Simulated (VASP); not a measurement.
# Cu (Fm-3m) in VASP: single point with LDA

Aim: the single point of Cu with LDA.

Program: VASP 6.6.1. These are calculated values, not measurements. Logs are shortened: lines on timing, memory, paths and dates and some standing lists are left out, and cuts for length are marked.

## 1. The cell of the first run

It takes space group Fm-3m (No. 225, cubic). The conventional cell has a = 3.615 Å, b = 3.615 Å, c = 3.615 Å, α = 90.00°, β = 90.00°, γ = 90.00°. Within 3.4 Å of Cu (site symmetry m-3m) lie 12 Cu at 2.56 Å.

## 2. Single point, LDA, collinear spin

Contents of POSCAR:

```
Cu
1.0
    0.0000000000      1.8075000000      1.8075000000
    1.8075000000      0.0000000000      1.8075000000
    1.8075000000      1.8075000000      0.0000000000
Cu
1
Direct
    0.0000000000      0.0000000000      0.0000000000
```

Contents of INCAR.step1:

```
PREC = Accurate
ENCUT = 520
EDIFF = 1E-6
ISMEAR = -1
SIGMA = 0.05
LREAL = False
LASPH = True
NELM = 150
ALGO = Normal
ISIF = 2
LWAVE = False
LCHARG = True
ISPIN = 2
MAGMOM = 0.7
LMAXMIX = 4
NBANDS = 16
```

Contents of KPOINTS.step1:

```
Automatic mesh
0
Gamma
  16 16 16
```

Contents of INCAR.step2:

```
PREC = Accurate
ENCUT = 520
EDIFF = 1E-6
ISMEAR = -5
SIGMA = 0.05
LREAL = False
LASPH = True
NELM = 150
ALGO = Normal
ISIF = 2
LWAVE = False
LCHARG = False
ISPIN = 2
MAGMOM = 0.7
LORBIT = 11
LMAXMIX = 4
NEDOS = 1001
ICHARG = 11
```

Contents of KPOINTS.step2:

```
Automatic mesh
0
Gamma
  24 24 24
```

Potentials or basis: VASP PAW LDA potentials, release 64 (Cu).

On the command line:

```console
cat potpaw_LDA.64/Cu/POTCAR > POTCAR
cp INCAR.step1 INCAR
cp KPOINTS.step1 KPOINTS
mpirun -np 1 vasp_std > vasp.out
cp INCAR.step2 INCAR
cp KPOINTS.step2 KPOINTS
mpirun -np 1 vasp_std > vasp.out
```

OUTCAR:

```text
PREC = Accurate
   ENCUT = 520
   EDIFF = 1E-6
   ISMEAR = -5
   LREAL = False
   LASPH = True
   NELM = 150
   ISIF = 2
   ISPIN = 2
   LORBIT = 11
   ICHARG = 11

 ion  position               nearest neighbor table
   1  0.000  0.000  0.000-

  LATTYP: Found a face centered cubic cell.
 ALAT       =     3.6150000000

  Lattice vectors:

 A1 = (   0.0000000000,   1.8075000000,   1.8075000000)
 A2 = (   1.8075000000,   0.0000000000,   1.8075000000)
 A3 = (   1.8075000000,   1.8075000000,   0.0000000000)

Analysis of symmetry for initial positions (statically):
=====================================================================
 Subroutine PRICEL returns:
 Original cell was already a primitive cell.

 Routine SETGRP: Setting up the symmetry group for a
 face centered cubic supercell.

 Subroutine GETGRP returns: Found 48 space group operations
 (whereof 48 operations were pure point group operations)
 out of a pool of 48 trial point group operations.

The static configuration has the point symmetry O_h .

Analysis of symmetry for dynamics (positions and initial velocities):
=====================================================================
 Subroutine PRICEL returns:
 Original cell was already a primitive cell.

 Routine SETGRP: Setting up the symmetry group for a
 face centered cubic supercell.

 Subroutine GETGRP returns: Found 48 space group operations
 (whereof 48 operations were pure point group operations)
 out of a pool of 48 trial point group operations.

The dynamic configuration has the point symmetry O_h .

Analysis of structural, dynamic, and magnetic symmetry:
=====================================================================
 Subroutine PRICEL returns:
 Original cell was already a primitive cell.

 Routine SETGRP: Setting up the symmetry group for a
 face centered cubic supercell.

 Subroutine GETGRP returns: Found 48 space group operations
 (whereof 48 operations were pure point group operations)
 out of a pool of 48 trial point group operations.

The overall configuration has the point symmetry O_h .

 Subroutine INISYM returns: Found 48 space group operations
 (whereof 48 operations are pure point group operations),
 and found     1 'primitive' translations

----------------------------------------------------------------------------------------

                                     Primitive cell

  volume of cell :      11.8104

  direct lattice vectors                    reciprocal lattice vectors
     0.000000000  1.807500000  1.807500000    -0.276625173  0.276625173  0.276625173
     1.807500000  0.000000000  1.807500000     0.276625173 -0.276625173  0.276625173
     1.807500000  1.807500000  0.000000000     0.276625173  0.276625173 -0.276625173

  length of vectors
     2.556191014  2.556191014  2.556191014     0.479128854  0.479128854  0.479128854

  position of ions in fractional coordinates (direct lattice)
     0.000000000  0.000000000  0.000000000

  ion indices of the primitive-cell ions
   primitive index   ion index
                 1           1

----------------------------------------------------------------------------------------

 KPOINTS: Automatic mesh

Automatic generation of k-mesh.
 Grid dimensions read from file:
 generate k-points for:   24   24   24

 Generating k-lattice:

  Cartesian coordinates                     Fractional coordinates (reciprocal lattice)
    -0.011526049  0.011526049  0.011526049     0.041666667  0.000000000  0.000000000
     0.011526049 -0.011526049  0.011526049     0.000000000  0.041666667  0.000000000
     0.011526049  0.011526049 -0.011526049     0.000000000  0.000000000  0.041666667

  Length of vectors
     0.019963702  0.019963702  0.019963702

  Shift w.r.t. Gamma in fractional coordinates (k-lattice)
     0.000000000  0.000000000  0.000000000

 TETIRR: Found   1864 inequivalent tetrahedra from    82944

 Subroutine IBZKPT returns following result:
 ===========================================

 Found    413 irreducible k-points:

 Following reciprocal coordinates:
            Coordinates               Weight
  0.000000  0.000000  0.000000      1.000000
  0.041667  0.000000  0.000000      8.000000
  0.083333  0.000000  0.000000      8.000000
  0.125000  0.000000  0.000000      8.000000
  0.166667  0.000000  0.000000      8.000000
  0.208333  0.000000  0.000000      8.000000
[... 16 lines left out ...]
  0.416667  0.041667  0.000000     24.000000
  0.458333  0.041667  0.000000     24.000000
 [... further k-points ...]
   k-points           NKPTS =    413   k-points in BZ     NKDIM =    413   number of bands    NBANDS=      9
   number of dos      NEDOS =   1001   number of ions     NIONS =      1
   total plane-waves  NPLWV =   8000
   dimension x,y,z NGX =    20 NGY =   20 NGZ =   20
   dimension x,y,z NGXF=    40 NGYF=   40 NGZF=   40
   ions per type =               1
   NGX,Y,Z   is equivalent  to a cutoff of  13.01, 13.01, 13.01 a.u.
   NGXF,Y,Z  is equivalent  to a cutoff of  26.01, 26.01, 26.01 a.u.
 SYSTEM =  unknown system
   PREC   = accura    normal or accurate (medium, high low for compatibility)
   ISTART =      0    job   : 0-new  1-cont  2-samecut
   ICHARG =     11    charge: 1-file 2-atom 10-const
   ISPIN  =      2    spin polarized calculation?
   LNONCOLLINEAR =      F non collinear calculations
   LSORBIT =      F    spin-orbit coupling
   LASPH  =      T    aspherical Exc in radial PAW
   ENCUT  =  520.0 eV  38.22 Ry    6.18 a.u.   4.75  4.75  4.75*2*pi/ulx,y,z
   NELM   =    150;   NELMIN=  2; NELMDL=  0     # of ELM steps
   EDIFF  = 0.1E-05   stopping-criterion for ELM
   LREAL  =      F    real-space projection
   EDIFFG = 0.1E-04   stopping-criterion for IOM
   NSW    =      0    number of steps for IOM
   IBRION =     -1    ionic relax: 0-MD 1-quasi-New 2-CG
   NFREE  =      0    steps in history (QN), initial steepest desc. (CG)
   ISIF   =      2    stress and relaxation
   ISYM   =      2    0-nonsym 1-usesym 2-fastsym
   POTIM  = 0.5000    time-step for ionic-motion
   TEBEG  =    0.0;   TEEND  =   0.0 temperature during run
   PSTRESS=    0.0 pullay stress
   NELECT =      11.0000    total number of electrons
   NUPDOWN=      -1.0000    fix difference up-down
   EMIN   =  10.00;   EMAX   =-10.00  energy-range for DOS
   EFERMI =   0.00;   METHOD = LEGACY
   ISMEAR =    -5;   SIGMA  =   0.05  broadening in eV -4-tet -1-fermi 0-gaus
   EFERMI_NEDOS =   21; number of points for ismear=-14 and -15
   IALGO  =     38    algorithm
   IMIX   =      4    mixing-type and parameters
     AMIX     =   0.40;   BMIX     =  1.00
     AMIX_MAG =   1.60;   BMIX_MAG =  1.00
  volume/ion in A,a.u.               =      11.81        79.70
  Fermi-wavevector in a.u.,A,eV,Ry     =   1.598763  3.021224 34.777078  2.556043
  Thomas-Fermi vector in A             =   2.696162
   LORBIT       =     11    0 simple, 1 ext, 2 COOP (PROOUT), +10 PAW based schemes
   GGA     = CA    functional components
   LHFCALC =     F    Hartree Fock is set to
   AEXX    =    0.0000 exact exchange contribution
   IVDW    =     0    specifies the selected vdW correction
   LEPSILON=     F    determine dielectric tensor
   LRPA    =     F    only Hartree local field effects (RPA)
 spin polarized calculation
 Fermi weights with tetrahedron method with Bloechl corrections
  energy-cutoff  :      520.00
  volume of cell :       11.81
 maximum number of plane-waves:       332

 number of electron      11.0000001 magnetization       0.0000021

 Free energy of the ion-electron system (eV)
  ---------------------------------------------------
  ext. energy  EPLUGINS =         0.00000000
  ---------------------------------------------------
  free energy    TOTEN  =        -4.67379496 eV

  energy without entropy =       -4.67379496  energy(sigma->0) =       -4.67379496

 E-fermi :   7.3633     XC(G=0): -13.1021

 val. band max:        7.3400357231   @ k =   0.5000   0.1667   0.0417
 cond. band min:       7.3846529842   @ k =   0.5000   0.2500   0.0833
 fundamental gap:      0.0446172612
 Fermi energy:         7.3633300007

 spin component 1

 k-point     1 :       0.0000    0.0000    0.0000
  band No.  band energies     occupation
      1      -2.0104      1.00000
      2       4.2675      1.00000
      3       4.2675      1.00000
      4       4.2675      1.00000
      5       5.1054      1.00000
      6       5.1054      1.00000
      7      30.0238      0.00000
      8      32.4833      0.00000
      9      32.4834      0.00000

 k-point     2 :       0.0417    0.0000    0.0000
  band No.  band energies     occupation
      1      -1.9470      1.00000
      2       4.2540      1.00000
      3       4.2798      1.00000
      4       4.2798      1.00000
      5       5.1004      1.00000
      6       5.1004      1.00000
      7      29.6936      0.00000
      8      31.5143      0.00000
      9      32.2642      0.00000
[... 253 lines left out ...]
 k-point    24 :       0.4583    0.0417    0.0000
  band No.  band energies     occupation
      1       2.1920      1.00000
      2       4.2320      1.00000
      3       4.2782      1.00000
      4       5.2800      1.00000
      5       5.6620      1.00000
      6       6.2115      1.00000
      7      11.8932      0.00000
      8      28.1961      0.00000
      9      28.4783      0.00000

 [... further k-points ...]

 spin component 2

 k-point     1 :       0.0000    0.0000    0.0000
  band No.  band energies     occupation
      1      -2.0104      1.00000
      2       4.2675      1.00000
      3       4.2675      1.00000
      4       4.2675      1.00000
      5       5.1054      1.00000
      6       5.1054      1.00000
      7      30.0238      0.00000
      8      32.4833      0.00000
      9      32.4833      0.00000

 k-point     2 :       0.0417    0.0000    0.0000
  band No.  band energies     occupation
      1      -1.9470      1.00000
      2       4.2540      1.00000
      3       4.2798      1.00000
      4       4.2798      1.00000
      5       5.1004      1.00000
      6       5.1004      1.00000
      7      29.6936      0.00000
      8      31.5144      0.00000
      9      32.2642      0.00000
[... 253 lines left out ...]
 k-point    24 :       0.4583    0.0417    0.0000
  band No.  band energies     occupation
      1       2.1920      1.00000
      2       4.2320      1.00000
      3       4.2782      1.00000
      4       5.2800      1.00000
      5       5.6620      1.00000
      6       6.2115      1.00000
      7      11.8932      0.00000
      8      28.1967      0.00000
      9      28.5010      0.00000

 [... further k-points ...]

------------------------ aborting loop because EDIFF is reached ----------------------------------------

  FORCE on cell =-STRESS in cart. coord.  units (eV):
  Direction    XX          YY          ZZ          XY          YZ          ZX
  --------------------------------------------------------------------------------------
  -------------------------------------------------------------------------------------
  Total       -1.0105311     -1.0105311     -1.0105311      0.0000000     -0.0000000      0.0000000
  in kB     -137.0867147   -137.0867147   -137.0867147      0.0000000     -0.0000000      0.0000000
  external PRESSURE =    -137.0867147 kB  Pullay stress =       0.0000000 kB

 VOLUME and BASIS-vectors are now :
 -----------------------------------------------------------------------------
  energy-cutoff  :      520.00
  volume of cell :       11.81
      direct lattice vectors                 reciprocal lattice vectors
     0.000000000  1.807500000  1.807500000    -0.276625173  0.276625173  0.276625173
     1.807500000  0.000000000  1.807500000     0.276625173 -0.276625173  0.276625173
     1.807500000  1.807500000  0.000000000     0.276625173  0.276625173 -0.276625173

 POSITION                                       TOTAL-FORCE (eV/Angst)
 -----------------------------------------------------------------------------------
      0.00000      0.00000      0.00000         0.000000     -0.000000      0.000000
 -----------------------------------------------------------------------------------
    total drift:                                0.000000     -0.000000      0.000000

  FREE ENERGIE OF THE ION-ELECTRON SYSTEM (eV)
  ---------------------------------------------------
  free  energy   TOTEN  =        -4.6737949623 eV

  energy  without entropy=       -4.6737949623  energy(sigma->0) =       -4.67379496

 total charge

# of ion       s       p       d       tot
------------------------------------------
    1        0.452   0.383   9.177  10.012

 magnetization (x)

# of ion       s       p       d       tot
------------------------------------------
    1        0.000  -0.000   0.000   0.000
```

It took 2.1 min on 1 thread of Intel Xeon 8259CL, shared host; peak memory 0.18 GiB.

Results:

```yaml
Net_moment: 0.00 μB per cell
Valence_electrons_inside_the_program's_atomic_spheres: Cu 10.01
```

Caveat: tetrahedron occupations give inexact forces and stress in metals.
